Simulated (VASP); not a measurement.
# In2Sb (P6_3/mmc) in VASP: a series of runs

The runs below take In2Sb through single point, with r2SCAN.

Everything below comes from runs of VASP 6.6.1. Logs are shortened: lines on timing, memory, paths and dates and some standing lists are left out, and cuts for length are marked.

### Step 1. The cell of the first run

Symmetry: P6_3/mmc, No. 194, hexagonal system. Conventional cell: a = 5.380 Å, b = 5.380 Å, c = 6.723 Å, α = 90.00°, β = 90.00°, γ = 120.00°. Within 4.1 Å of In (site symmetry -6m2) lie 5 Sb at 3.11 to 3.36 Å and 6 In at 3.53 Å. In (site symmetry -3m) has 8 In at 3.36 to 3.53 Å and 6 Sb at 3.53 Å within 4.4 Å. Within 4.1 Å of Sb (site symmetry -6m2) lie 11 In at 3.11 to 3.53 Å.

### Step 2. Single point, r2SCAN

POSCAR

```
In2Sb
1.0
    5.3799042018      0.0000000000      0.0000000000
   -2.6899521009      4.6591337087      0.0000000000
    0.0000000000      0.0000000000      6.7225520000
In Sb
4 2
Direct
    0.6666666667      0.3333333333      0.2500000000
    0.3333333333      0.6666666667      0.7500000000
    0.0000000000      0.0000000000      0.5000000000
    0.0000000000      0.0000000000      0.0000000000
    0.6666666667      0.3333333333      0.7500000000
    0.3333333333      0.6666666667      0.2500000000
```

INCAR.step1

```
  ALGO = Normal
  EDIFF = 1E-4
  ENCUT = 520
  GGA = PE
  ISMEAR = -1
  LASPH = True
  LCHARG = False
  LREAL = False
  LWAVE = True
  NBANDS = 40
  NELM = 80
  PREC = Accurate
  SIGMA = 0.1
```

INCAR.step2

```
  ALGO = Normal
  EDIFF = 1E-6
  ENCUT = 520
  ISIF = 2
  ISMEAR = -1
  ISTART = 1
  LASPH = True
  LCHARG = False
  LMIXTAU = True
  LREAL = False
  LWAVE = False
  METAGGA = R2SCAN
  NBANDS = 40
  NELM = 80
  PREC = Accurate
  SIGMA = 0.1
```

KPOINTS

```
k-points
0
Gamma
  12 12 6
```

Potentials or basis: VASP PAW PBE potentials, release 64 (In_d, Sb).

Launch:

```
> cat potpaw_PBE.64/In_d/POTCAR potpaw_PBE.64/Sb/POTCAR > POTCAR
> cp INCAR.step1 INCAR
> mpirun -np 1 vasp_std > vasp.out
> cp INCAR.step2 INCAR
> mpirun -np 1 vasp_std > vasp.out
```

OUTCAR:

```text
EDIFF = 1E-6
   ENCUT = 520
   ISIF = 2
   ISMEAR = -1
   ISTART = 1
   LASPH = True
   LREAL = False
   METAGGA = R2SCAN
   NELM = 80
   PREC = Accurate

 ion  position               nearest neighbor table
   1  0.667  0.333  0.250-   6 3.11   6 3.11   6 3.11   5 3.36   5 3.36   3 3.53   4 3.53   3 3.53
                             4 3.53   3 3.53   4 3.53
   2  0.333  0.667  0.750-   5 3.11   5 3.11   5 3.11   6 3.36   6 3.36   3 3.53   4 3.53   4 3.53
                             3 3.53   4 3.53   3 3.53
   3  0.000  0.000  0.500-   4 3.36   4 3.36   1 3.53   5 3.53   6 3.53   2 3.53   1 3.53   5 3.53
                             2 3.53   6 3.53   1 3.53   5 3.53   2 3.53   6 3.53
   4  0.000  0.000  0.000-   3 3.36   3 3.36   1 3.53   5 3.53   6 3.53   2 3.53   1 3.53   5 3.53
                             2 3.53   6 3.53   1 3.53   5 3.53   2 3.53   6 3.53
   5  0.667  0.333  0.750-   2 3.11   2 3.11   2 3.11   1 3.36   1 3.36   3 3.53   4 3.53   3 3.53
                             4 3.53   3 3.53   4 3.53
   6  0.333  0.667  0.250-   1 3.11   1 3.11   1 3.11   2 3.36   2 3.36   3 3.53   4 3.53   4 3.53
                             3 3.53   4 3.53   3 3.53

  LATTYP: Found a hexagonal cell.
 ALAT       =     5.3799042018
 C/A-ratio  =     1.2495672317

  Lattice vectors:

 A1 = (   5.3799042018,   0.0000000000,   0.0000000000)
 A2 = (  -2.6899521009,   4.6591337087,   0.0000000000)
 A3 = (   0.0000000000,   0.0000000000,   6.7225520000)

Analysis of symmetry for initial positions (statically):
=====================================================================
 Subroutine PRICEL returns:
 Original cell was already a primitive cell.

 Routine SETGRP: Setting up the symmetry group for a
 hexagonal supercell.

 Subroutine GETGRP returns: Found 24 space group operations
 (whereof 12 operations were pure point group operations)
 out of a pool of 24 trial point group operations.

The static configuration has the point symmetry D_3d.
 The point group associated with its full space group is D_6h.

Analysis of symmetry for dynamics (positions and initial velocities):
=====================================================================
 Subroutine PRICEL returns:
 Original cell was already a primitive cell.

 Routine SETGRP: Setting up the symmetry group for a
 hexagonal supercell.

 Subroutine GETGRP returns: Found 24 space group operations
 (whereof 12 operations were pure point group operations)
 out of a pool of 24 trial point group operations.

The dynamic configuration has the point symmetry D_3d.
 The point group associated with its full space group is D_6h.

 Subroutine INISYM returns: Found 24 space group operations
 (whereof 12 operations are pure point group operations),
 and found     1 'primitive' translations

----------------------------------------------------------------------------------------

                                     Primitive cell

  volume of cell :     168.5054

  direct lattice vectors                    reciprocal lattice vectors
     5.379904202  0.000000000  0.000000000     0.185876916  0.107316087  0.000000000
    -2.689952101  4.659133709  0.000000000     0.000000000  0.214632175  0.000000000
     0.000000000  0.000000000  6.722552000     0.000000000  0.000000000  0.148753033

  length of vectors
     5.379904202  5.379904202  6.722552000     0.214632175  0.214632175  0.148753033

  position of ions in fractional coordinates (direct lattice)
     0.666666667  0.333333333  0.250000000
     0.333333333  0.666666667  0.750000000
     0.000000000  0.000000000  0.500000000
     0.000000000  0.000000000  0.000000000
     0.666666667  0.333333333  0.750000000
     0.333333333  0.666666667  0.250000000

  ion indices of the primitive-cell ions
   primitive index   ion index
                 1           1
                 2           2
                 3           3
                 4           4
                 5           5
                 6           6

----------------------------------------------------------------------------------------

[... 54 lines left out ...]
 cond. band min:       7.1528087605   @ k =   0.0833   0.0000   0.3333
 fundamental gap:      0.0184119255
 Fermi energy:         7.1389213310

 k-point     1 :       0.0000    0.0000    0.0000
  band No.  band energies     occupation
      1      -8.2510      2.00000
      2      -8.2393      2.00000
      3      -8.2393      2.00000
      4      -8.1929      2.00000
      5      -8.1929      2.00000
      6      -8.1382      2.00000
[... 32 lines left out ...]
     39       9.6364      0.00000
     40      10.8252      0.00000

 k-point     2 :       0.0833    0.0000    0.0000
  band No.  band energies     occupation
      1      -8.2503      2.00000
      2      -8.2404      2.00000
      3      -8.2368      2.00000
      4      -8.1907      2.00000
      5      -8.1886      2.00000
      6      -8.1346      2.00000
[... 32 lines left out ...]
     39      10.1027      0.00000
     40      10.8255      0.00000

 k-point     3 :       0.1667    0.0000    0.0000
  band No.  band energies     occupation
      1      -8.2487      2.00000
      2      -8.2414      2.00000
      3      -8.2301      2.00000
      4      -8.1845      2.00000
      5      -8.1760      2.00000
      6      -8.1422      2.00000
[... 32 lines left out ...]
     39      10.9833      0.00000
     40      11.0607      0.00000

 k-point     4 :       0.2500    0.0000    0.0000
  band No.  band energies     occupation
      1      -8.2479      2.00000
      2      -8.2378      2.00000
      3      -8.2215      2.00000
      4      -8.1753      2.00000
      5      -8.1578      2.00000
      6      -8.1560      2.00000
[... 32 lines left out ...]
     39      11.4214      0.00000
     40      12.0920      0.00000
[... 772 lines left out ...]
     39      10.6947      0.00000
     40      11.6286      0.00000

 k-point    23 :       0.2500    0.0000    0.1667
  band No.  band energies     occupation
      1      -8.2343      2.00000
      2      -8.2238      2.00000
      3      -8.2162      2.00000
      4      -8.1740      2.00000
      5      -8.1610      2.00000
      6      -8.1535      2.00000
[... 32 lines left out ...]
     39      10.9513      0.00000
     40      12.2906      0.00000

 k-point    24 :       0.3333    0.0000    0.1667
  band No.  band energies     occupation
      1      -8.2338      2.00000
      2      -8.2157      2.00000
      3      -8.2101      2.00000
      4      -8.1687      2.00000
      5      -8.1671      2.00000
      6      -8.1329      2.00000
[... 32 lines left out ...]
     39      11.7872      0.00000
     40      12.0446      0.00000

 [... further k-points ...]

------------------------ aborting loop because EDIFF is reached ----------------------------------------

  FORCE on cell =-STRESS in cart. coord.  units (eV):
  Direction    XX          YY          ZZ          XY          YZ          ZX
  --------------------------------------------------------------------------------------
  -------------------------------------------------------------------------------------
  Total       -0.3726153     -0.3726153     -2.1727296      0.0000000      0.0000000      0.0000000
  in kB       -3.5428879     -3.5428879    -20.6586710      0.0000000      0.0000000      0.0000000
  external PRESSURE =      -9.2481489 kB  Pullay stress =       0.0000000 kB

 VOLUME and BASIS-vectors are now :
 -----------------------------------------------------------------------------
  energy-cutoff  :      520.00
  volume of cell :      168.51
      direct lattice vectors                 reciprocal lattice vectors
     5.379904202  0.000000000  0.000000000     0.185876916  0.107316087  0.000000000
    -2.689952101  4.659133709  0.000000000     0.000000000  0.214632175  0.000000000
     0.000000000  0.000000000  6.722552000     0.000000000  0.000000000  0.148753033

 POSITION                                       TOTAL-FORCE (eV/Angst)
 -----------------------------------------------------------------------------------
      2.68995      1.55304      1.68064         0.000000     -0.000000     -0.000000
     -0.00000      3.10609      5.04191        -0.000000      0.000000     -0.000000
      0.00000      0.00000      3.36128        -0.000000      0.000000      0.000000
      0.00000      0.00000      0.00000        -0.000000      0.000000      0.000000
      2.68995      1.55304      5.04191         0.000000     -0.000000      0.000000
     -0.00000      3.10609      1.68064        -0.000000      0.000000      0.000000
 -----------------------------------------------------------------------------------
    total drift:                               -0.000000     -0.000000     -0.000000

  FREE ENERGIE OF THE ION-ELECTRON SYSTEM (eV)
  ---------------------------------------------------
  free  energy   TOTEN  =      -141.6421941618 eV

  energy  without entropy=     -141.5502004378  energy(sigma->0) =     -141.59619730
```

Run time: 12 min. Hardware: 1 thread of Intel Xeon 6975P-C (Granite Rapids), shared host; peak memory 0.58 GiB.

Results:

```
Free energy            : -141.6422 eV
Pressure               : -0.9 GPa
Band gap on the k mesh : zero (bands 31 and 32 overlap by 2.21 eV)
```

Levels at points of the mesh, in eV from the Fermi level:
| k point | band 28 | band 29 | band 30 | band 31 | band 32 | band 33 | band 34 | band 35 |
| --- | --- | --- | --- | --- | --- | --- | --- | --- |
| (0.00, 0.00, 0.00) | -1.93 | -1.93 | -1.43 | -0.70 | -0.36 | -0.36 | 0.10 | 0.64 |
| (0.50, 0.00, 0.00) | -3.78 | -1.86 | -1.62 | -1.28 | 1.46 | 1.67 | 2.47 | 3.61 |
| (0.00, 0.00, 0.50) | -2.07 | -2.07 | -2.07 | -1.14 | -1.14 | -0.20 | -0.20 | -0.20 |
| (0.50, 0.00, 0.50) | -3.32 | -0.76 | -0.76 | 0.56 | 0.56 | 2.60 | 2.60 | 3.14 |

Caveat: the PAW data sets were made with another functional, which shifts forces and pressure a little; spin-orbit coupling is left out, which moves the levels of the heavy elements.

### Step 3. Single point, r2SCAN

POSCAR is that of step 2.

INCAR.step1

```
SYSTEM = In2Sb
PREC = Accurate ; ENCUT = 520
ISMEAR = 1 ; SIGMA = 0.3
LREAL = .False. ; LASPH = .True.
NELM = 60 ; NBANDS = 40
GGA = PE ; ALGO = Normal
EDIFF = 1E-4 ; LWAVE = .True.
LCHARG = .False.
```

INCAR.step2

```
SYSTEM = In2Sb
PREC = Accurate ; ENCUT = 520
EDIFF = 1E-6 ; ISMEAR = 1
SIGMA = 0.3 ; LREAL = .False.
LASPH = .True. ; NELM = 60
ALGO = Normal ; ISIF = 2
LWAVE = .False. ; LCHARG = .False.
METAGGA = R2SCAN ; LMIXTAU = .True.
NBANDS = 40 ; ISTART = 1
```

KPOINTS

```
Automatic mesh
0
Gamma
  12 12 6
  0 0 0
```

Potentials or basis: VASP PAW PBE potentials, release 64 (In_d, Sb).

Launch:

```
> cat potpaw_PBE.64/In_d/POTCAR potpaw_PBE.64/Sb/POTCAR > POTCAR
> cp INCAR.step1 INCAR
> mpirun -np 1 vasp_std > vasp.out
> cp INCAR.step2 INCAR
> mpirun -np 1 vasp_std > vasp.out
```

Run time: 18 min. Hardware: 1 thread of AMD EPYC 9R45 (Zen 5), shared host; peak memory 0.54 GiB.

The run converged. Its results:

| Property | Result |
| --- | --- |
| Free energy | -141.5975 eV |
| Pressure | -0.9 GPa |
| Band gap on the k mesh | zero (bands 31 and 32 overlap by 2.21 eV) |

Stress tensor (GPa, compression positive):
```
-0.34  0.00  0.00
 0.00 -0.34  0.00
 0.00  0.00 -2.15
```

Levels at points of the mesh, in eV from the Fermi level:
```csv
k point,band 27,band 28,band 29,band 30,band 31,band 32,band 33,band 34,band 35,band 36
"(0.00, 0.00, 0.00)",-2.60,-1.94,-1.94,-1.44,-0.71,-0.37,-0.37,0.08,0.62,2.29
"(0.50, 0.00, 0.00)",-3.99,-3.79,-1.87,-1.63,-1.29,1.45,1.66,2.46,3.60,3.77
"(0.00, 0.00, 0.50)",-2.09,-2.09,-2.09,-2.09,-1.15,-1.15,-0.22,-0.22,-0.22,-0.22
"(0.50, 0.00, 0.50)",-3.33,-3.33,-0.77,-0.77,0.55,0.55,2.59,2.59,3.13,3.13
```

Caveat: so wide a smearing shifts energies and pressures; the PAW data sets were made with another functional, which shifts forces and pressure a little; spin-orbit coupling is left out, which moves the levels of the heavy elements.

### Step 4. Single point, r2SCAN

POSCAR is that of step 3.

INCAR.step1

```
PREC = Accurate
ENCUT = 520
ISMEAR = 0
SIGMA = 0.2
LREAL = False
LASPH = True
NELM = 100
NBANDS = 40
GGA = PE
ALGO = Normal
EDIFF = 1E-4
LWAVE = True
LCHARG = False
```

INCAR.step2

```
PREC = Accurate
ENCUT = 520
EDIFF = 1E-6
ISMEAR = 0
SIGMA = 0.2
LREAL = False
LASPH = True
NELM = 100
ALGO = Normal
ISIF = 2
LWAVE = False
LCHARG = True
METAGGA = R2SCAN
LMIXTAU = True
LELF = True
LVHAR = True
NBANDS = 40
ISTART = 1
```

KPOINTS

```
regular mesh
0
Gamma
  12 12 6
```

Launch:

```
> cat potpaw_PBE.64/In_d/POTCAR potpaw_PBE.64/Sb/POTCAR > POTCAR
> cp INCAR.step1 INCAR
> mpirun -np 1 vasp_std > vasp.out
> cp INCAR.step2 INCAR
> mpirun -np 1 vasp_std > vasp.out
```

Wall time 15 min (1 thread of Intel Xeon 6975P-C (Granite Rapids), shared host); peak memory 0.57 GiB.

Results (log left out):

```yaml
Free_energy: -141.6240 eV
Pressure: -0.9 GPa
Band_gap_on_the_k_mesh: zero (bands 31 and 32 overlap by 2.21 eV)
```

Stress tensor (GPa, compression positive):
```
-0.34  0.00  0.00
 0.00 -0.34  0.00
 0.00  0.00 -2.10
```

Levels at points of the mesh, in eV from the Fermi level:
```tsv
k point	band 29	band 30	band 31	band 32	band 33	band 34
(0.00, 0.00, 0.00)	-1.94	-1.44	-0.70	-0.37	-0.37	0.09
(0.50, 0.00, 0.00)	-1.87	-1.63	-1.29	1.46	1.66	2.46
(0.00, 0.00, 0.50)	-2.08	-2.08	-1.14	-1.14	-0.21	-0.21
(0.50, 0.00, 0.50)	-0.77	-0.77	0.56	0.56	2.59	2.59
```

Caveat: the PAW data sets were made with another functional, which shifts forces and pressure a little; spin-orbit coupling is left out, which moves the levels of the heavy elements.

### Step 5. Single point, r2SCAN

POSCAR is that of step 4.

INCAR.step1

```
SYSTEM = In2Sb
PREC = Accurate
ENCUT = 520
ISMEAR = 0
SIGMA = 0.5
LREAL = .FALSE.
LASPH = .TRUE.
NELM = 60
NBANDS = 40
GGA = PE
ALGO = Normal
EDIFF = 1E-4
LWAVE = .TRUE.
LCHARG = .FALSE.
```

INCAR.step2

```
SYSTEM = In2Sb
PREC = Accurate
ENCUT = 520
EDIFF = 1E-6
ISMEAR = 0
SIGMA = 0.5
LREAL = .FALSE.
LASPH = .TRUE.
NELM = 60
ALGO = Normal
ISIF = 2
LWAVE = .FALSE.
LCHARG = .FALSE.
METAGGA = R2SCAN
LMIXTAU = .TRUE.
NBANDS = 40
ISTART = 1
```

KPOINTS

```
Automatic mesh
0
G
  12 12 6
  0 0 0
```

Launch:

```
> cat potpaw_PBE.64/In_d/POTCAR potpaw_PBE.64/Sb/POTCAR > POTCAR
> cp INCAR.step1 INCAR
> mpirun -np 1 vasp_std > vasp.out
> cp INCAR.step2 INCAR
> mpirun -np 1 vasp_std > vasp.out
```

Run time: 30 min. Hardware: 1 thread of Oxide Virtual Turin-like, shared host; peak memory 0.54 GiB.

Results (log left out):

```
Free energy            : -141.7613 eV
Pressure               : -0.8 GPa
Band gap on the k mesh : zero (bands 31 and 32 overlap by 2.21 eV)
```

Stress tensor (GPa, compression positive):
```
-0.32  0.00  0.00
 0.00 -0.32  0.00
 0.00  0.00 -1.90
```

Levels at points of the mesh, in eV from the Fermi level:
```
           k point  band 29  band 30  band 31  band 32  band 33  band 34
(0.00, 0.00, 0.00)    -1.89    -1.39    -0.66    -0.31    -0.31     0.14
(0.50, 0.00, 0.00)    -1.82    -1.58    -1.24     1.51     1.72     2.52
(0.00, 0.00, 0.50)    -2.03    -2.03    -1.09    -1.09    -0.16    -0.16
(0.50, 0.00, 0.50)    -0.72    -0.72     0.61     0.61     2.64     2.64
```

Caveat: so wide a smearing shifts energies and pressures; the PAW data sets were made with another functional, which shifts forces and pressure a little; spin-orbit coupling is left out, which moves the levels of the heavy elements.

### Step 6. Single point, r2SCAN

POSCAR is that of step 5.

INCAR.step1

```
SYSTEM = In2Sb
ALGO     = Normal         ! electronic algorithm
EDIFF    = 1E-4           ! SCF threshold, eV
ENCUT    = 520            ! plane-wave cutoff, eV
GGA      = PE             ! functional
ISMEAR   = 0              ! smearing method
LASPH    = .True.         ! aspherical terms in the spheres
LCHARG   = .False.        ! write CHGCAR
LREAL    = .False.        ! projectors in reciprocal space
LWAVE    = .True.         ! write WAVECAR
NBANDS   = 40             ! bands
NELM     = 60             ! most SCF steps
PREC     = Accurate       ! precision mode
SIGMA    = 0.1            ! smearing width, eV
```

INCAR.step2

```
SYSTEM = In2Sb
ALGO     = Normal         ! electronic algorithm
EDIFF    = 1E-6           ! SCF threshold, eV
ENCUT    = 520            ! plane-wave cutoff, eV
ISIF     = 2              ! what is computed and relaxed
ISMEAR   = 0              ! smearing method
ISTART   = 1            
LASPH    = .True.         ! aspherical terms in the spheres
LCHARG   = .True.         ! write CHGCAR
LELF     = .True.         ! ELF
LMIXTAU  = .True.       
LREAL    = .False.        ! projectors in reciprocal space
LVHAR    = .True.       
LWAVE    = .False.        ! write WAVECAR
METAGGA  = R2SCAN         ! meta-GGA
NBANDS   = 40             ! bands
NELM     = 60             ! most SCF steps
PREC     = Accurate       ! precision mode
SIGMA    = 0.1            ! smearing width, eV
```

KPOINTS

```
k-points
0
Gamma
  12 12 6
  0 0 0
```

Potentials or basis: VASP PAW PBE potentials, release 64 (In_d, Sb).

Launch:

```
> cat potpaw_PBE.64/In_d/POTCAR potpaw_PBE.64/Sb/POTCAR > POTCAR
> cp INCAR.step1 INCAR
> mpirun -np 1 vasp_std > vasp.out
> cp INCAR.step2 INCAR
> mpirun -np 1 vasp_std > vasp.out
```

Wall time 43 min (1 thread of Oxide Virtual Turin-like, shared host); peak memory 0.54 GiB.

Results (log left out):

```yaml
Free_energy: -141.5995 eV
Pressure: -0.9 GPa
Band_gap_on_the_k_mesh: zero (bands 31 and 32 overlap by 2.21 eV)
```

Stress tensor (GPa, compression positive):
```
-0.24  0.00  0.00
 0.00 -0.24  0.00
 0.00  0.00 -2.15
```

Levels at points of the mesh, in eV from the Fermi level:
| k point | band 29 | band 30 | band 31 | band 32 | band 33 | band 34 |
| --- | --- | --- | --- | --- | --- | --- |
| (0.00, 0.00, 0.00) | -1.96 | -1.47 | -0.73 | -0.39 | -0.39 | 0.07 |
| (0.50, 0.00, 0.00) | -1.89 | -1.65 | -1.31 | 1.43 | 1.64 | 2.44 |
| (0.00, 0.00, 0.50) | -2.11 | -2.11 | -1.17 | -1.17 | -0.24 | -0.24 |
| (0.50, 0.00, 0.50) | -0.79 | -0.79 | 0.53 | 0.53 | 2.57 | 2.57 |

Caveat: the PAW data sets were made with another functional, which shifts forces and pressure a little; spin-orbit coupling is left out, which moves the levels of the heavy elements.

### Step 7. Overview

| smearing | gap on the mesh (eV) | pressure (GPa) |
| --- | --- | --- |
| fermi-dirac 0.1 eV | none | -0.9 |
| methfessel-paxton 0.3 eV | none | -0.9 |
| gaussian 0.2 eV | none | -0.9 |
| gaussian 0.5 eV | none | -0.8 |
| gaussian 0.1 eV | none | -0.9 |

Alike in all rows: task single point; level r2SCAN; potentials or basis VASP PAW PBE potentials, release 64 (In_d, Sb); no spin polarisation; cell as given; k mesh 12 × 12 × 6; cutoff (eV) 520.

Caveats: the PAW data sets were made with another functional, which shifts forces and pressure a little; spin-orbit coupling is left out, which moves the levels of the heavy elements; so wide a smearing shifts energies and pressures (at least some runs).

Total energies depend on the potentials used, so only differences within one code and one set of settings carry meaning.
